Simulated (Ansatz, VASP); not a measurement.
PtSe2: VASP beside Ansatz

```xyz
6
Lattice="3.7070 0.0000 0.0000 -1.8535 3.2104 0.0000 0.0000 0.0000 22.7982" Properties=species:S:1:pos:R:3 pbc="T T T"
Se    1.8535    1.0701    4.5000
Se    0.0000    2.1403    7.1491
Se   -0.3089    2.6753   10.6591
Se    1.5446    1.6052   13.3082
Pt    0.0000    0.0000    5.8245
Pt    1.5446    3.7455   11.9836
```

Alike in both runs: task single point; functional PBE; dispersion D3(BJ); k mesh 9 × 9 × 1; occupations gaussian, width 0.05 eV; no spin polarisation.

|  | VASP | Ansatz |
| --- | --- | --- |
| version | VASP 6.6.1 | Ansatz 0.2.0 |
| potentials or method | VASP PAW PBE potentials, release 64 (Se, Pt), cutoff 520 eV | scalar-relativistic, plane waves, PAW |
| valence electrons in the cell | 44 | 100 |

Ansatz gave:

| Item | Value |
| --- | --- |
| gap on the k mesh at the Fermi level (eV) | 0.87 |
| least direct gap on the mesh (eV) | 1.05 |
| rms of the force components (eV/Å) | 0.026 |

Task: Which values does VASP return?

Result: gap on the k mesh at the Fermi level (eV): 0.86; least direct gap on the mesh (eV): 1.04; rms of the force components (eV/Å): 0.026.

VASP's potentials hold 44 valence electrons a cell and Ansatz's 100, so a difference there can come from the potentials and not from the codes.

Spin-orbit coupling is off throughout.
